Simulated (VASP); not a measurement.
# GaN (P6_3/mmc) in VASP: further runs

Aim: see how the results for GaN move with the level of theory and the settings. Levels: PBE, LDA. Tasks: G0W0 quasiparticle levels.

All numbers are computed with VASP 6.6.1; they aren't measurements. Logs are shortened: lines on timing, memory, paths and dates and some standing lists are left out, and cuts for length are marked.

### Step 1. The cell of the first run

Symmetry: P6_3/mmc, No. 194, hexagonal system. Conventional cell: a = 2.967 Å, b = 2.967 Å, c = 5.033 Å, α = 90.00°, β = 90.00°, γ = 120.00°. Ga (site symmetry -3m) has 6 N at 2.13 Å and 2 Ga at 2.52 Å within 2.8 Å. Within 2.8 Å of N (site symmetry -6m2) lie 6 Ga at 2.13 Å.

### Step 2. G0W0 quasiparticle levels, PBE

POSCAR reads:

```
GaN
1.0
    2.9672035363      0.0000000000      0.0000000000
   -1.4836017681      2.5696736406      0.0000000000
    0.0000000000      0.0000000000      5.0329255193
Ga N
2 2
Direct
    0.0000000000      0.0000000000      0.0000000000
    0.0000000000      0.0000000000      0.5000000000
    0.3333333333      0.6666666667      0.2500000000
    0.6666666667      0.3333333333      0.7500000000
```

INCAR.step1 reads:

```
PREC = Accurate
ENCUT = 500
EDIFF = 1E-8
ISMEAR = 0
SIGMA = 0.01
LREAL = False
LASPH = True
NELM = 80
ALGO = Normal
LWAVE = True
LCHARG = False
GGA = PE
```

INCAR.step2 reads:

```
PREC = Accurate
ENCUT = 500
EDIFF = 1E-8
ISMEAR = 0
SIGMA = 0.01
LREAL = False
LASPH = True
NELM = 1
ALGO = Exact
LWAVE = True
LCHARG = False
GGA = PE
NBANDS = 80
LOPTICS = True
ISTART = 1
```

INCAR.step3 reads:

```
PREC = Accurate
ENCUT = 500
EDIFF = 1E-8
ISMEAR = 0
SIGMA = 0.01
LREAL = False
LASPH = True
ALGO = EVGW0
LWAVE = False
LCHARG = False
GGA = PE
NELMGW = 1
NBANDS = 80
ENCUTGW = 80.0
NOMEGA = 96
PRECFOCK = Fast
ISTART = 1
NBANDSGW = 26
OMEGAMAX = 20
```

KPOINTS reads:

```
regular mesh
0
Gamma
  9 9 4
```

Potentials or basis: VASP PAW PBE potentials, release 64 (Ga_d_GW, N_GW).

Run with:

```
$ cat potpaw_PBE.64/Ga_d_GW/POTCAR potpaw_PBE.64/N_GW/POTCAR > POTCAR
$ cp INCAR.step1 INCAR
$ mpirun -np 1 vasp_std > vasp.out
$ cp INCAR.step2 INCAR
$ mpirun -np 1 vasp_std > vasp.out
$ cp INCAR.step3 INCAR
$ mpirun -np 1 vasp_std > vasp.out
```

OUTCAR:

```text
PREC = Accurate
   ENCUT = 500
   EDIFF = 1E-8
   ISMEAR = 0
   LREAL = False
   LASPH = True
   GGA = PE
   NELMGW = 1
   ENCUTGW = 80.0
   PRECFOCK = Fast
   ISTART = 1

 ion  position               nearest neighbor table
   1  0.000  0.000  0.000-   3 2.13   4 2.13   3 2.13   4 2.13   4 2.13   3 2.13   2 2.52   2 2.52

   2  0.000  0.000  0.500-   3 2.13   4 2.13   3 2.13   4 2.13   4 2.13   3 2.13   1 2.52   1 2.52

   3  0.333  0.667  0.250-   1 2.13   2 2.13   1 2.13   2 2.13   1 2.13   2 2.13
   4  0.667  0.333  0.750-   1 2.13   2 2.13   1 2.13   2 2.13   1 2.13   2 2.13

  LATTYP: Found a hexagonal cell.
 ALAT       =     2.9672035363
 C/A-ratio  =     1.6961847941

  Lattice vectors:

 A1 = (   2.9672035363,   0.0000000000,   0.0000000000)
 A2 = (  -1.4836017681,   2.5696736406,   0.0000000000)
 A3 = (   0.0000000000,   0.0000000000,   5.0329255193)

Analysis of symmetry for initial positions (statically):
=====================================================================
 Subroutine PRICEL returns:
 Original cell was already a primitive cell.

 Routine SETGRP: Setting up the symmetry group for a
 hexagonal supercell.

 Subroutine GETGRP returns: Found 24 space group operations
 (whereof 12 operations were pure point group operations)
 out of a pool of 24 trial point group operations.

The static configuration has the point symmetry D_3d.
 The point group associated with its full space group is D_6h.

Analysis of symmetry for dynamics (positions and initial velocities):
=====================================================================
 Subroutine PRICEL returns:
 Original cell was already a primitive cell.

 Routine SETGRP: Setting up the symmetry group for a
 hexagonal supercell.

 Subroutine GETGRP returns: Found 24 space group operations
 (whereof 12 operations were pure point group operations)
 out of a pool of 24 trial point group operations.

The dynamic configuration has the point symmetry D_3d.
 The point group associated with its full space group is D_6h.

 Subroutine INISYM returns: Found 24 space group operations
 (whereof 12 operations are pure point group operations),
 and found     1 'primitive' translations

----------------------------------------------------------------------------------------

                                     Primitive cell

  volume of cell :      38.3748

  direct lattice vectors                    reciprocal lattice vectors
     2.967203536  0.000000000  0.000000000     0.337017663  0.194577238  0.000000000
    -1.483601768  2.569673641  0.000000000     0.000000000  0.389154476  0.000000000
     0.000000000  0.000000000  5.032925519     0.000000000  0.000000000  0.198691595

  length of vectors
     2.967203536  2.967203536  5.032925519     0.389154476  0.389154476  0.198691595

  position of ions in fractional coordinates (direct lattice)
     0.000000000  0.000000000  0.000000000
     0.000000000  0.000000000  0.500000000
     0.333333333  0.666666667  0.250000000
     0.666666667  0.333333333  0.750000000

  ion indices of the primitive-cell ions
   primitive index   ion index
                 1           1
                 2           2
                 3           3
                 4           4

----------------------------------------------------------------------------------------

 KPOINTS: regular mesh

Automatic generation of k-mesh.
 Grid dimensions read from file:
 generate k-points for:    9    9    4

 Generating k-lattice:

  Cartesian coordinates                     Fractional coordinates (reciprocal lattice)
     0.037446407  0.021619693  0.000000000     0.111111111 -0.000000000  0.000000000
     0.000000000  0.043239386  0.000000000     0.000000000  0.111111111  0.000000000
     0.000000000  0.000000000  0.049672899     0.000000000  0.000000000  0.250000000

  Length of vectors
     0.043239386  0.043239386  0.049672899

  Shift w.r.t. Gamma in fractional coordinates (k-lattice)
     0.000000000  0.000000000  0.000000000

 Subroutine IBZKPT returns following result:
 ===========================================

 Found     36 irreducible k-points:

 Following reciprocal coordinates:
            Coordinates               Weight
  0.000000  0.000000  0.000000      1.000000
  0.111111 -0.000000  0.000000      6.000000
  0.222222  0.000000  0.000000      6.000000
  0.333333 -0.000000  0.000000      6.000000
  0.444444  0.000000  0.000000      6.000000
  0.111111  0.111111  0.000000      6.000000
[... 16 lines left out ...]
  0.333333  0.222222  0.250000     24.000000
  0.333333  0.333333  0.250000      4.000000
 [... further k-points ...]
   k-points           NKPTS =     36   k-points in BZ     NKDIM =    324   number of bands    NBANDS=     80
   number of dos      NEDOS =    301   number of ions     NIONS =      4
   total plane-waves  NPLWV =  23040
   dimension x,y,z NGX =    24 NGY =   24 NGZ =   40
   dimension x,y,z NGXF=    48 NGYF=   48 NGZF=   80
   ions per type =               2   2
   NGX,Y,Z   is equivalent  to a cutoff of  13.45, 13.45, 13.21 a.u.
   NGXF,Y,Z  is equivalent  to a cutoff of  26.89, 26.89, 26.43 a.u.
 SYSTEM =  unknown system
   PREC   = accura    normal or accurate (medium, high low for compatibility)
   ISTART =      1    job   : 0-new  1-cont  2-samecut
   ICHARG =      0    charge: 1-file 2-atom 10-const
   ISPIN  =      1    spin polarized calculation?
   LNONCOLLINEAR =      F non collinear calculations
   LSORBIT =      F    spin-orbit coupling
   LASPH  =      T    aspherical Exc in radial PAW
   ENCUT  =  500.0 eV  36.75 Ry    6.06 a.u.   5.41  5.41  9.18*2*pi/ulx,y,z
   NELM   =     60;   NELMIN=  2; NELMDL=  0     # of ELM steps
   EDIFF  = 0.1E-07   stopping-criterion for ELM
   LREAL  =      F    real-space projection
   EDIFFG = 0.1E-06   stopping-criterion for IOM
   NSW    =      0    number of steps for IOM
   IBRION =     -1    ionic relax: 0-MD 1-quasi-New 2-CG
   NFREE  =      0    steps in history (QN), initial steepest desc. (CG)
   ISIF   =      0    stress and relaxation
   ISYM   =      3    0-nonsym 1-usesym 2-fastsym
   POTIM  = 0.5000    time-step for ionic-motion
   TEBEG  =    0.0;   TEEND  =   0.0 temperature during run
   PSTRESS=    0.0 pullay stress
   NELECT =      36.0000    total number of electrons
   NUPDOWN=      -1.0000    fix difference up-down
   EMIN   =  10.00;   EMAX   =-10.00  energy-range for DOS
   EFERMI =   0.00;   METHOD = LEGACY
   ISMEAR =     0;   SIGMA  =   0.01  broadening in eV -4-tet -1-fermi 0-gaus
   EFERMI_NEDOS =   21; number of points for ismear=-14 and -15
   IALGO  =     38    algorithm
   IMIX   =      4    mixing-type and parameters
     AMIX     =   0.40;   BMIX     =  1.00
     AMIX_MAG =   1.60;   BMIX_MAG =  1.00
  volume/ion in A,a.u.               =       9.59        64.74
  Fermi-wavevector in a.u.,A,eV,Ry     =   1.602607  3.028488 34.944516  2.568349
  Thomas-Fermi vector in A             =   2.699401
   LORBIT       =      0    0 simple, 1 ext, 2 COOP (PROOUT), +10 PAW based schemes
   GGA     = PE    functional components
   LHFCALC =     T    Hartree Fock is set to
   PRECFOCK=fast      Normal, Fast or Accurate (Low or Medium for compatibility)
   ENCUT4O =  -1.0   cutoff for four orbital integrals eV
   NKREDX  =     1    reduce k-point grid by
   NKREDY  =     1    reduce k-point grid by
   NKREDZ  =     1    reduce k-point grid by
   AEXX    =    1.0000 exact exchange contribution
   HFSCREEN=    0.0000 screening length (either q_TF or 0.3 A-1)
   HFSCREENC=   0.0000 screening length for correlation (either q_TF or 0.3 A-1)
   ENCUTFOCK=  -1.0 apply spherical cutoff to Coloumb kernel
   IVDW    =     0    specifies the selected vdW correction
   LEPSILON=     F    determine dielectric tensor
   LRPA    =     F    only Hartree local field effects (RPA)
   LRPAFORCE           =     F    calculate RPA forces
   ENCUTGW             =  80.0    cutoff for response function in eV
   ENCUTGWSOFT         =  64.0    soft cutoff for Coulomb kernel in GW response function in eV
   ENCUTLF             =  -1.0    cutoff for local field effects
   NELMGW              =     1    number of iterations in solving QP/BSE equation
   NELMHF              =     1    number of iterations in the inner HF iteration
   NKREDLFX            =     1    NKREDLFY  =   1   NKREDLFZ  =   1
 non-spin polarized calculation
 Gauss-broadening in eV      SIGMA  =   0.01
  energy-cutoff  :      500.00
  volume of cell :       38.37
 maximum number of plane-waves:      1002
 NGX is ok and might be reduce to    24
  NGX = 14; NGY = 14; NGZ = 24
   NGX = 11   NGY = 11   NGZ = 19
 maximum number of plane-waves:        68
 NGX is ok and might be reduce to    10

 QP shifts <psi_nk| G(iteration)W_0 |psi_nk>: iteration 1
 for sc-GW calculations column KS-energies equals QP-energies in previous step
 and V_xc(KS)=  KS-energies - (<T + V_ion + V_H > + <T+V_H+V_ion>^1  + <V_x>^1)

 k-point   1 :       0.0000    0.0000    0.0000
  band No.  KS-energies  QP-energies   sigma(KS)   V_xc(KS)     V^pw_x(r,r')   Z            occupation Imag(sigma)

      1      -9.7364     -10.2567     -15.3351     -14.5483     -24.3877       0.6614       2.0000       1.2161
      2      -7.1162     -10.4905     -25.9190     -21.2720     -34.5082       0.7261       2.0000       0.1344
      3      -6.8657     -10.3164     -26.2979     -21.5449     -35.0617       0.7260       2.0000       0.1934
      4      -6.8657     -10.3164     -26.2979     -21.5449     -35.0617       0.7260       2.0000       0.1934
      5      -6.8352      -7.3616     -16.8285     -16.0554     -25.3893       0.6809       2.0000       0.9064
      6      -6.6982     -10.1963     -26.4566     -21.6744     -35.0351       0.7315       2.0000       0.1207
[... 18 lines left out ...]
     25      21.2000      22.1689     -11.0308     -12.2846      -4.7903       0.7727       0.0000      -0.3454
     26      21.2000      22.1689     -11.0308     -12.2846      -4.7903       0.7727       0.0000      -0.3454

 k-point   2 :       0.1111   -0.0000    0.0000
  band No.  KS-energies  QP-energies   sigma(KS)   V_xc(KS)     V^pw_x(r,r')   Z            occupation Imag(sigma)

      1      -9.5249     -10.0501     -15.4147     -14.6226     -24.4171       0.6629       2.0000       1.1918
      2      -7.4127      -9.4906     -22.0085     -19.0266     -30.8404       0.6968       2.0000       0.5178
      3      -7.1031     -10.4750     -25.9070     -21.2684     -34.4959       0.7269       2.0000       0.1367
      4      -6.8562     -10.3138     -26.3247     -21.5641     -35.0940       0.7263       2.0000       0.1938
      5      -6.7279     -10.1905     -26.3229     -21.5793     -34.8924       0.7300       2.0000       0.1277
      6      -6.6868     -10.1821     -26.4538     -21.6760     -35.0289       0.7316       2.0000       0.1206
[... 651 lines left out ...]
 k-point  24 :       0.3333    0.3333    0.2500
  band No.  KS-energies  QP-energies   sigma(KS)   V_xc(KS)     V^pw_x(r,r')   Z            occupation Imag(sigma)

      1      -7.8654     -10.0963     -22.5666     -19.3516     -31.5597       0.6939       2.0000       0.4835
      2      -7.8654     -10.0963     -22.5666     -19.3516     -31.5597       0.6939       2.0000       0.4835
      3      -6.9793     -10.3530     -25.9235     -21.3075     -34.4855       0.7309       2.0000       0.1479
      4      -6.7693     -10.1880     -26.1333     -21.4470     -34.7730       0.7295       2.0000       0.1713
      5      -6.7693     -10.1880     -26.1333     -21.4470     -34.7730       0.7295       2.0000       0.1713
      6      -6.6621     -10.1537     -26.4323     -21.6541     -35.0761       0.7307       2.0000       0.1572
[... 18 lines left out ...]
     25      18.3250      19.4684     -13.4063     -14.9190      -7.6926       0.7559       0.0000      -0.1875
     26      20.6374      21.5623     -11.6349     -12.8181      -5.7536       0.7816       0.0000      -0.2834

 [... further k-points ...]
```

It took 62 min on 1 thread of Intel Xeon Platinum 8488C (Sapphire Rapids), shared host; peak memory 1 GiB.

What came out:

```yaml
Quasiparticle_gap: 2.17 eV
Least_direct_quasiparticle_gap: 2.71 eV
Band_gap_of_the_starting_levels_on_the_mesh: 1.33 eV
Least_direct_gap_of_the_starting_levels_on_the_mesh: 1.78 eV
```

Caveat: bands, screening cutoff and mesh are small and nothing is extrapolated, so the quasiparticle values aren't converged.

[end of part 1 of 2]
